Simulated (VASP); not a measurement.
Here is a VASP 6.6.1 calculation.

INCAR

```
  PREC = Accurate
  ENCUT = 520
  EDIFF = 1E-7
  ISMEAR = 0
  SIGMA = 0.01
  LREAL = F
  LASPH = T
  NELM = 100
  ALGO = Normal
  ISIF = 2
  LWAVE = F
  LCHARG = F
  GGA = CA
  NBANDS = 35
```

Contents of KPOINTS:

```
Automatic mesh
0
Gamma
  6 6 2
```

File POSCAR:

```
WS2
1.0
    3.1268234070      0.0000000000      0.0000000000
   -1.5634117035      2.7079085036      0.0000000000
    0.0000000000      0.0000000000     12.1591875586
W S
2 4
Direct
    0.3333333333      0.6666666667      0.2500000000
    0.6666666667      0.3333333333      0.7500000000
    0.3333333333      0.6666666667      0.6215353982
    0.6666666667      0.3333333333      0.1215353982
    0.3333333333      0.6666666667      0.8784646018
    0.6666666667      0.3333333333      0.3784646018
```

Potentials or basis: VASP PAW LDA potentials, release 64 (W_sv, S).

Launch:

```console
$ cat potpaw_LDA.64/W_sv/POTCAR potpaw_LDA.64/S/POTCAR > POTCAR
$ mpirun -np 1 vasp_std > vasp.out
```

(1) Estimate the largest force.

(2) Predict the pressure.

Results:

(1) 0.052 eV/Å.

(2) 0.4 GPa.
